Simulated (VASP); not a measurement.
The system is GaAs.

```
Ga As
1.0
     0.00000    2.83309    2.74809
     2.83309    0.00000    2.74809
     2.83309    2.83309    0.00000
Ga As
1 1
Direct
  0.00000 0.00000 0.00000
  0.25000 0.25000 0.25000
```

This cell differs from its parent crystal: uniaxial z strain -3.0%.

Base run:

```yaml
Program: VASP 6.6.1
Functional: PBE
Potentials_or_basis: VASP PAW PBE potentials, release 64 (Ga_d, As)
Cutoff: 520 eV
k_mesh: 8 × 8 × 8
Occupations: fermi-dirac, width 0.02 eV
Spin: no spin polarisation
```

Its results: band gap on the k mesh 0.58 eV, direct; pressure 5.4 GPa.

Q: The run is repeated on the same cell with these changes: functional from PBE to r2SCAN; occupations from fermi-dirac, width 0.02 eV to gaussian, width 0.01 eV. What comes out?

A: Band gap on the k mesh 1.07 eV, direct; pressure 2.5 GPa.

Caveats: the PAW data sets were made with another functional, which shifts forces and pressure a little (some runs).

A k mesh can miss the band edges.
